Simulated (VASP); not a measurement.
# SnO2: single point with PBE

Crystal: SnO2.

```xyz
3
Lattice="0.0000 2.4844 2.4844 2.4844 0.0000 2.4844 2.4844 2.4844 0.0000" Properties=species:S:1:pos:R:3 pbc="T T T"
Sn    0.0000    0.0000    0.0000
O     1.2422    1.2422    1.2422
O     3.7266    3.7266    3.7266
```

- Program: VASP 6.6.1
- Task: single point
- Functional: PBE
- Potentials or basis: VASP PAW PBE potentials, release 64 (Sn_d, O)
- Cutoff: 600 eV
- k mesh: 2 × 2 × 2
- Occupations: gaussian, width 0.01 eV
- Spin: no spin polarisation

```json
{
 "Pressure": "23.2 GPa",
 "Band gap on the k mesh": "0.99 eV, indirect (least direct gap 2.36 eV)"
}
```

Levels at points of the mesh, in eV from the valence-band top:
```
           k point  band 10  band 11  band 12  band 13  band 14  band 15  band 16  band 17
(0.00, 0.00, 0.00)    -2.97    -1.37    -1.37    -1.37     0.99     7.39     7.39     7.39
(0.50, 0.00, 0.00)    -3.56    -3.56    -2.14    -2.14     5.60     8.44    11.09    11.09
(0.50, 0.50, 0.00)    -5.85    -0.05    -0.05     0.00     3.67     7.89    10.37    13.14
```

Run time: 15 s on 1 thread of Intel Xeon 8259CL, with other jobs on the host, peak memory 0.15 GiB.

Caveat: the k points lie up to 1.10 Å⁻¹ apart; spin-orbit coupling is left out, which moves the levels of the heavy elements. A k mesh can miss the band edges.
